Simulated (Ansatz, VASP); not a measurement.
# One calculation of CdMo3, two programs

```
Cd Mo
1.0
     4.03916    0.00000    0.00000
     0.00000    4.03916    0.00000
     0.00000    0.00000    4.03916
Cd Mo
1 3
Direct
  0.00000 0.00000 0.00000
  0.00000 0.50000 0.50000
  0.50000 0.00000 0.50000
  0.50000 0.50000 0.00000
```

Alike in both runs: functional PBE; k mesh 12 × 12 × 12; occupations gaussian, width 0.1 eV; no spin polarisation.

Ansatz relaxed the structure, and its values are those at the end. VASP's run is a single point on that final structure, the one shown.

|  | VASP | Ansatz |
| --- | --- | --- |
| version | VASP 6.6.1 | Ansatz 0.2.0 |
| potentials or method | VASP PAW PBE potentials, release 64 (Cd, Mo_sv), cutoff 520 eV | scalar-relativistic, plane waves, PAW |
| valence electrons in the cell | 54 | 62 |

```csv
,VASP,Ansatz,Ansatz less VASP
gap on the k mesh at the Fermi level (eV),none,none,-
pressure (GPa),0.8,0.0,-0.80
```

A gap of «none» marks a metal or a gap that the smearing closes. The functional is the same, so the differences come from potentials, cutoffs and numerics. VASP's potentials hold 54 valence electrons a cell and Ansatz's 62, so a difference there can come from the potentials and not from the codes.
